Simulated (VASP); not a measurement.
# Hf (Fm-3m) in VASP: single point with PBEsol

Aim: the single point of Hf with PBEsol.

Everything below comes from runs of VASP 6.6.1. Logs are shortened: lines on timing, memory, paths and dates and some standing lists are left out, and cuts for length are marked.

## (1) The cell of the first run

Symmetry: Fm-3m, No. 225, cubic system. The conventional cell has a = 4.440 Å, b = 4.440 Å, c = 4.440 Å, α = 90.00°, β = 90.00°, γ = 90.00°. Hf (site symmetry m-3m) has 12 Hf at 3.14 Å within 4.1 Å.

## (2) Single point, PBEsol

Contents of INCAR:

```
SYSTEM = Hf
PREC = Accurate ; ENCUT = 500
EDIFF = 1E-6 ; ISMEAR = -1
SIGMA = 0.05 ; LREAL = .FALSE.
LASPH = .TRUE. ; NELM = 120
ALGO = Normal ; ISIF = 2
LWAVE = .FALSE. ; LCHARG = .FALSE.
GGA = PS ; NBANDS = 11
GGA_COMPAT = .FALSE.
```

Contents of KPOINTS:

```
Automatic mesh
0
G
  8 8 8
  0 0 0
```

Contents of POSCAR:

```
Hf
1.0
    0.0000000000      2.2200000000      2.2200000000
    2.2200000000      0.0000000000      2.2200000000
    2.2200000000      2.2200000000      0.0000000000
Hf
1
Direct
    0.0000000000      0.0000000000      0.0000000000
```

Potentials or basis: VASP PAW PBE potentials, release 64 (Hf_pv).

Started as:

```bash
> cat potpaw_PBE.64/Hf_pv/POTCAR > POTCAR
> mpirun -np 1 vasp_std > vasp.out
```

OUTCAR:

```text
SYSTEM = Hf
   PREC = Accurate
   ENCUT = 500
   EDIFF = 1E-6
   ISMEAR = -1
   LREAL = .FALSE.
   LASPH = .TRUE.
   NELM = 120
   ISIF = 2
   GGA = PS

 ion  position               nearest neighbor table
   1  0.000  0.000  0.000-

  LATTYP: Found a face centered cubic cell.
 ALAT       =     4.4400000000

  Lattice vectors:

 A1 = (   0.0000000000,   2.2200000000,   2.2200000000)
 A2 = (   2.2200000000,   0.0000000000,   2.2200000000)
 A3 = (   2.2200000000,   2.2200000000,   0.0000000000)

Analysis of symmetry for initial positions (statically):
=====================================================================
 Subroutine PRICEL returns:
 Original cell was already a primitive cell.

 Routine SETGRP: Setting up the symmetry group for a
 face centered cubic supercell.

 Subroutine GETGRP returns: Found 48 space group operations
 (whereof 48 operations were pure point group operations)
 out of a pool of 48 trial point group operations.

The static configuration has the point symmetry O_h .

Analysis of symmetry for dynamics (positions and initial velocities):
=====================================================================
 Subroutine PRICEL returns:
 Original cell was already a primitive cell.

 Routine SETGRP: Setting up the symmetry group for a
 face centered cubic supercell.

 Subroutine GETGRP returns: Found 48 space group operations
 (whereof 48 operations were pure point group operations)
 out of a pool of 48 trial point group operations.

The dynamic configuration has the point symmetry O_h .

 Subroutine INISYM returns: Found 48 space group operations
 (whereof 48 operations are pure point group operations),
 and found     1 'primitive' translations

----------------------------------------------------------------------------------------

                                     Primitive cell

  volume of cell :      21.8821

  direct lattice vectors                    reciprocal lattice vectors
     0.000000000  2.220000000  2.220000000    -0.225225225  0.225225225  0.225225225
     2.220000000  0.000000000  2.220000000     0.225225225 -0.225225225  0.225225225
     2.220000000  2.220000000  0.000000000     0.225225225  0.225225225 -0.225225225

  length of vectors
     3.139554108  3.139554108  3.139554108     0.390101533  0.390101533  0.390101533

  position of ions in fractional coordinates (direct lattice)
     0.000000000  0.000000000  0.000000000

  ion indices of the primitive-cell ions
   primitive index   ion index
                 1           1

----------------------------------------------------------------------------------------

 KPOINTS: Automatic mesh

Automatic generation of k-mesh.
 Grid dimensions read from file:
 generate k-points for:    8    8    8

 Generating k-lattice:

  Cartesian coordinates                     Fractional coordinates (reciprocal lattice)
    -0.028153153  0.028153153  0.028153153     0.125000000  0.000000000  0.000000000
     0.028153153 -0.028153153  0.028153153     0.000000000  0.125000000  0.000000000
     0.028153153  0.028153153 -0.028153153     0.000000000  0.000000000  0.125000000

  Length of vectors
     0.048762692  0.048762692  0.048762692

  Shift w.r.t. Gamma in fractional coordinates (k-lattice)
     0.000000000  0.000000000  0.000000000

 Subroutine IBZKPT returns following result:
 ===========================================

 Found     29 irreducible k-points:

 Following reciprocal coordinates:
            Coordinates               Weight
  0.000000  0.000000  0.000000      1.000000
  0.125000  0.000000  0.000000      8.000000
  0.250000  0.000000  0.000000      8.000000
  0.375000  0.000000  0.000000      8.000000
  0.500000  0.000000  0.000000      4.000000
  0.125000  0.125000  0.000000      6.000000
[... 16 lines left out ...]
  0.500000  0.250000  0.125000     48.000000
 -0.375000  0.250000  0.125000     24.000000
 [... further k-points ...]
   k-points           NKPTS =     29   k-points in BZ     NKDIM =     29   number of bands    NBANDS=     11
   number of dos      NEDOS =    301   number of ions     NIONS =      1
   total plane-waves  NPLWV =  13824
   dimension x,y,z NGX =    24 NGY =   24 NGZ =   24
   dimension x,y,z NGXF=    48 NGYF=   48 NGZF=   48
   ions per type =               1
   NGX,Y,Z   is equivalent  to a cutoff of  12.71, 12.71, 12.71 a.u.
   NGXF,Y,Z  is equivalent  to a cutoff of  25.42, 25.42, 25.42 a.u.
 SYSTEM =  Hf
   PREC   = accura    normal or accurate (medium, high low for compatibility)
   ISTART =      0    job   : 0-new  1-cont  2-samecut
   ICHARG =      2    charge: 1-file 2-atom 10-const
   ISPIN  =      1    spin polarized calculation?
   LNONCOLLINEAR =      F non collinear calculations
   LSORBIT =      F    spin-orbit coupling
   LASPH  =      T    aspherical Exc in radial PAW
   ENCUT  =  500.0 eV  36.75 Ry    6.06 a.u.   5.72  5.72  5.72*2*pi/ulx,y,z
   NELM   =    120;   NELMIN=  2; NELMDL= -5     # of ELM steps
   EDIFF  = 0.1E-05   stopping-criterion for ELM
   LREAL  =      F    real-space projection
   EDIFFG = 0.1E-04   stopping-criterion for IOM
   NSW    =      0    number of steps for IOM
   IBRION =     -1    ionic relax: 0-MD 1-quasi-New 2-CG
   NFREE  =      0    steps in history (QN), initial steepest desc. (CG)
   ISIF   =      2    stress and relaxation
   ISYM   =      2    0-nonsym 1-usesym 2-fastsym
   POTIM  = 0.5000    time-step for ionic-motion
   TEBEG  =    0.0;   TEEND  =   0.0 temperature during run
   PSTRESS=    0.0 pullay stress
   NELECT =      10.0000    total number of electrons
   NUPDOWN=      -1.0000    fix difference up-down
   EMIN   =  10.00;   EMAX   =-10.00  energy-range for DOS
   EFERMI =   0.00;   METHOD = LEGACY
   ISMEAR =    -1;   SIGMA  =   0.05  broadening in eV -4-tet -1-fermi 0-gaus
   EFERMI_NEDOS =   21; number of points for ismear=-14 and -15
   IALGO  =     38    algorithm
   IMIX   =      4    mixing-type and parameters
     AMIX     =   0.40;   BMIX     =  1.00
     AMIX_MAG =   1.60;   BMIX_MAG =  1.00
  volume/ion in A,a.u.               =      21.88       147.67
  Fermi-wavevector in a.u.,A,eV,Ry     =   1.260991  2.382927 21.634588  1.590097
  Thomas-Fermi vector in A             =   2.394472
   LORBIT       =      0    0 simple, 1 ext, 2 COOP (PROOUT), +10 PAW based schemes
   GGA     = PS    functional components
   LHFCALC =     F    Hartree Fock is set to
   AEXX    =    0.0000 exact exchange contribution
   IVDW    =     0    specifies the selected vdW correction
   LEPSILON=     F    determine dielectric tensor
   LRPA    =     F    only Hartree local field effects (RPA)
 non-spin polarized calculation
  energy-cutoff  :      500.00
  volume of cell :       21.88
 maximum number of plane-waves:       568
   NGX = 11   NGY = 11   NGZ = 11

 number of electron      10.0000000 magnetization

 Free energy of the ion-electron system (eV)
  ---------------------------------------------------
  ext. energy  EPLUGINS =         0.00000000
  ---------------------------------------------------
  free energy    TOTEN  =       -10.42520261 eV

  energy without entropy =      -10.41174313  energy(sigma->0) =      -10.41847287

 E-fermi :   4.7527     XC(G=0): -11.4952

 val. band max:        4.6827635407   @ k =  -0.3750   0.1250   0.0000
 cond. band min:       4.8076491183   @ k =   0.5000   0.2500   0.1250
 fundamental gap:      0.1248855776
 Fermi energy:         4.7526886214

 k-point     1 :       0.0000    0.0000    0.0000
  band No.  band energies     occupation
      1     -25.1523      2.00000
      2     -25.1523      2.00000
      3     -25.1523      2.00000
      4      -2.5578      2.00000
      5       6.1291      0.00000
      6       6.1291      0.00000
      7       6.1291      0.00000
      8       8.9954      0.00000
      9       8.9954      0.00000
     10      16.1706      0.00000
     11      17.8571      0.00000

 k-point     2 :       0.1250    0.0000    0.0000
  band No.  band energies     occupation
      1     -25.2895      2.00000
      2     -25.1696      2.00000
      3     -25.1696      2.00000
      4      -2.0099      2.00000
      5       5.6222      0.00000
      6       6.3665      0.00000
      7       6.3665      0.00000
      8       8.7601      0.00000
      9       8.7601      0.00000
     10      17.2648      0.00000
     11      17.8527      0.00000

 k-point     3 :       0.2500    0.0000    0.0000
  band No.  band energies     occupation
      1     -25.6082      2.00000
      2     -25.2112      2.00000
      3     -25.2112      2.00000
      4      -0.6344      2.00000
      5       4.8453      0.27127
      6       6.4914      0.00000
      7       6.4914      0.00000
      8       8.9881      0.00000
      9       8.9881      0.00000
     10      16.2310      0.00000
     11      17.8585      0.00000

 k-point     4 :       0.3750    0.0000    0.0000
  band No.  band energies     occupation
      1     -25.9113      2.00000
      2     -25.2523      2.00000
      3     -25.2523      2.00000
      4       0.6517      2.00000
      5       4.8883      0.12442
      6       6.1015      0.00000
      7       6.1015      0.00000
      8      10.3109      0.00000
      9      10.3109      0.00000
     10      14.8754      0.00000
     11      17.4986      0.00000

 k-point     5 :       0.5000    0.0000    0.0000
  band No.  band energies     occupation
      1     -26.0328      2.00000
      2     -25.2692      2.00000
      3     -25.2692      2.00000
      4       1.0226      2.00000
      5       5.4190      0.00000
      6       5.8978      0.00000
      7       5.8978      0.00000
      8      11.1901      0.00000
      9      11.1901      0.00000
     10      14.3708      0.00000
     11      15.7898      0.00000

 k-point     6 :       0.1250    0.1250    0.0000
  band No.  band energies     occupation
      1     -25.2862      2.00000
      2     -25.1995      2.00000
      3     -25.1995      2.00000
      4      -1.8264      2.00000
      5       5.3433      0.00001
      6       6.5697      0.00000
      7       6.5697      0.00000
      8       7.9773      0.00000
      9       9.2638      0.00000
     10      17.7561      0.00000
     11      17.8544      0.00000

 k-point     7 :       0.2500    0.1250    0.0000
  band No.  band energies     occupation
      1     -25.5221      2.00000
      2     -25.2498      2.00000
      3     -25.2368      2.00000
      4      -0.7033      2.00000
      5       4.6329      1.83304
      6       6.4639      0.00000
      7       6.9393      0.00000
      8       7.9238      0.00000
      9       9.6085      0.00000
     10      17.7687      0.00000
     11      17.9401      0.00000

 k-point     8 :       0.3750    0.1250    0.0000
  band No.  band energies     occupation
      1     -25.8117      2.00000
      2     -25.2948      2.00000
      3     -25.2908      2.00000
      4       0.7528      2.00000
      5       4.3420      1.99946
      6       5.6821      0.00000
      7       6.7244      0.00000
      8       9.5131      0.00000
      9      10.6547      0.00000
     10      15.9172      0.00000
     11      17.8567      0.00000
[... 141 lines left out ...]
 k-point    19 :       0.5000    0.3750    0.0000
  band No.  band energies     occupation
      1     -25.9205      2.00000
      2     -25.5099      2.00000
      3     -25.4399      2.00000
      4       1.7109      2.00000
      5       2.8412      2.00000
      6       6.3343      0.00000
      7       9.8021      0.00000
      8      11.5616      0.00000
      9      11.9175      0.00000
     10      13.9486      0.00000
     11      16.6676      0.00000

 k-point    20 :      -0.3750    0.3750    0.0000
  band No.  band energies     occupation
      1     -25.8368      2.00000
      2     -25.6628      2.00000
      3     -25.4026      2.00000
      4       2.4338      2.00000
      5       3.2689      2.00000
      6       5.6250      0.00000
      7       8.7891      0.00000
      8      10.8024      0.00000
      9      11.5023      0.00000
     10      14.7740      0.00000
     11      17.2296      0.00000

 k-point    21 :       0.5000    0.5000    0.0000
  band No.  band energies     occupation
      1     -25.9768      2.00000
      2     -25.4686      2.00000
      3     -25.4686      2.00000
      4       1.3854      2.00000
      5       2.5191      2.00000
      6       7.3915      0.00000
      7      11.1979      0.00000
      8      11.8415      0.00000
      9      11.8415      0.00000
     10      14.8230      0.00000
     11      14.8230      0.00000

 k-point    22 :       0.3750    0.2500    0.1250
  band No.  band energies     occupation
      1     -25.6829      2.00000
      2     -25.3749      2.00000
      3     -25.2658      2.00000
      4       0.5338      2.00000
      5       4.1101      1.99999
      6       5.5739      0.00000
      7       7.7792      0.00000
      8       7.9844      0.00000
      9      10.7296      0.00000
     10      17.6170      0.00000
     11      17.9385      0.00000

 k-point    23 :       0.5000    0.2500    0.1250
  band No.  band energies     occupation
      1     -25.8442      2.00000
      2     -25.4724      2.00000
      3     -25.3160      2.00000
      4       1.9091      2.00000
      5       4.0270      2.00000
      6       4.8076      0.49978
      7       7.3731      0.00000
      8       9.6111      0.00000
      9      12.0806      0.00000
     10      15.1669      0.00000
     11      17.8701      0.00000

 k-point    24 :      -0.3750    0.2500    0.1250
  band No.  band energies     occupation
      1     -25.9126      2.00000
      2     -25.5031      2.00000
      3     -25.3432      2.00000
      4       2.4117      2.00000
      5       3.8574      2.00000
      6       5.1371      0.00092
      7       7.1090      0.00000
      8      10.5567      0.00000
      9      12.7099      0.00000
     10      13.3652      0.00000
     11      17.8666      0.00000

 [... further k-points ...]
[... 5 lines left out ...]
  --------------------------------------------------------------------------------------
  -------------------------------------------------------------------------------------
  Total       -0.2677898     -0.2677898     -0.2677898     -0.0000000      0.0000000      0.0000000
  in kB      -19.6072065    -19.6072065    -19.6072065     -0.0000000      0.0000000      0.0000000
  external PRESSURE =     -19.6072065 kB  Pullay stress =       0.0000000 kB

 VOLUME and BASIS-vectors are now :
 -----------------------------------------------------------------------------
  energy-cutoff  :      500.00
  volume of cell :       21.88
      direct lattice vectors                 reciprocal lattice vectors
     0.000000000  2.220000000  2.220000000    -0.225225225  0.225225225  0.225225225
     2.220000000  0.000000000  2.220000000     0.225225225 -0.225225225  0.225225225
     2.220000000  2.220000000  0.000000000     0.225225225  0.225225225 -0.225225225

 POSITION                                       TOTAL-FORCE (eV/Angst)
 -----------------------------------------------------------------------------------
      0.00000      0.00000      0.00000         0.000000     -0.000000     -0.000000
 -----------------------------------------------------------------------------------
    total drift:                                0.000000      0.000000      0.000000

  FREE ENERGIE OF THE ION-ELECTRON SYSTEM (eV)
  ---------------------------------------------------
  free  energy   TOTEN  =       -10.4252026063 eV

  energy  without entropy=      -10.4117431277  energy(sigma->0) =      -10.41847287
```

Wall time 6.9 s (1 thread of Intel Xeon Platinum 8488C (Sapphire Rapids), shared host); peak memory 0.14 GiB.

Results:

| Item | Value |
| --- | --- |
| Free energy | -10.4252 eV |
| Pressure | -2.0 GPa |
| Band gap on the k mesh | zero (band 5 reaches 6.13 eV, above the bottom of band 6 at 4.34 eV) |

Caveat: the PAW data sets were made with another functional, which shifts forces and pressure a little; spin-orbit coupling is left out, which moves the levels of the heavy elements.
